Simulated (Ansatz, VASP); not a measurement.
## One calculation of SnPbO2, two programs

File POSCAR:

```
SnPbO2
1.0
    3.9451383701      0.0000000000      0.0000000000
    0.0000000000      3.9451383701      0.0000000000
    0.0000000000      0.0000000000      5.2330235299
Sn Pb O
1 1 2
Direct
    0.5000000000      0.5000000000      0.2142270213
    0.0000000000      0.0000000000      0.7625587887
    0.5000000000      0.0000000000      0.0116070950
    0.0000000000      0.5000000000      0.0116070950
```

The input INCAR.step1:

```
ALGO = Normal
EDIFF = 1E-4
ENCUT = 520
GGA = PE
ISMEAR = 0
LASPH = True
LCHARG = False
LREAL = False
LWAVE = True
NBANDS = 28
NELM = 80
PREC = Accurate
SIGMA = 0.02
```

File INCAR.step2:

```
ALGO = Normal
EDIFF = 1E-6
ENCUT = 520
ISIF = 2
ISMEAR = 0
ISTART = 1
LASPH = True
LCHARG = True
LELF = True
LMIXTAU = True
LREAL = False
LVHAR = True
LWAVE = False
METAGGA = R2SCAN
NBANDS = 28
NELM = 80
PREC = Accurate
SIGMA = 0.02
```

Contents of KPOINTS:

```
k-points
0
Gamma
  8 8 6
```

Input for Ansatz:

```yaml
crystal:
  lattice:
    - [3.9451383701, 0.0, 0.0]
    - [0.0, 3.9451383701, 0.0]
    - [0.0, 0.0, 5.2330235299]
  atoms:
    - { symbol: Sn, position: [0.5, 0.5, 0.2142270213] }
    - { symbol: Pb, position: [0.0, 0.0, 0.7625587887] }
    - { symbol: O, position: [0.5, 0.0, 0.011607095] }
    - { symbol: O, position: [0.0, 0.5, 0.011607095] }
basis:
  ecutwfc: 500
kpoints:
  mp_grid: { grid: [8, 8, 6] }
  band_path:
    path:
      - [[0.0, 0.0, 0.0], [0.0, 0.5, 0.0], [0.5, 0.5, 0.0], [0.0, 0.0, 0.0], [0.0, 0.0, 0.5], [0.0, 0.5, 0.5], [0.5, 0.5, 0.5], [0.0, 0.0, 0.5]]
      - [[0.0, 0.5, 0.0], [0.0, 0.5, 0.5]]
      - [[0.5, 0.5, 0.0], [0.5, 0.5, 0.5]]
    npoints: 14
hamiltonian:
  xc: r2scan
scf:
  occupations: { method: gaussian, width: 0.02 }
  n_extra_bands: 10
output:
  forces: true
  stress: true
  eigenvalues: true
  populations: true
  dos: { projected: true, de: 0.02, nscf_kmesh: { grid: [12, 12, 9] } }
  bader: true
  write_density: true
  write_potential: true
  elf: true
  volumetric_format: npy
```

Alike in both runs: task single point; functional r2SCAN; k mesh 8 × 8 × 6; occupations gaussian, width 0.02 eV; no spin polarisation.

```csv
,VASP,Ansatz
version,VASP 6.6.1,Ansatz 0.2.0
potentials or method,"VASP PAW PBE potentials, release 64 (Sn_d, Pb_d, O), cutoff 520 eV","scalar-relativistic, plane waves, PAW"
valence electrons in the cell,40,40
```

|  | VASP | Ansatz | Ansatz less VASP |
| --- | --- | --- | --- |
| gap on the k mesh at the Fermi level (eV) | 1.33 | 1.33 | -0.001 |
| least direct gap on the mesh (eV) | 2.42 | 2.45 | +0.029 |
| pressure (GPa) | -3.0 | -3.4 | -0.43 |
| traceless stress, the component that is largest in VASP (GPa) | 0.75 | 0.82 | +0.073 |
| rms of the force components (eV/Å) | 0.132 | 0.177 | +0.0449 |

VASP's potentials were made for PBE, not for r2SCAN. Atom by atom the forces differ by 0.046 eV/Å (rms over components).

Neither program's run includes spin-orbit coupling.
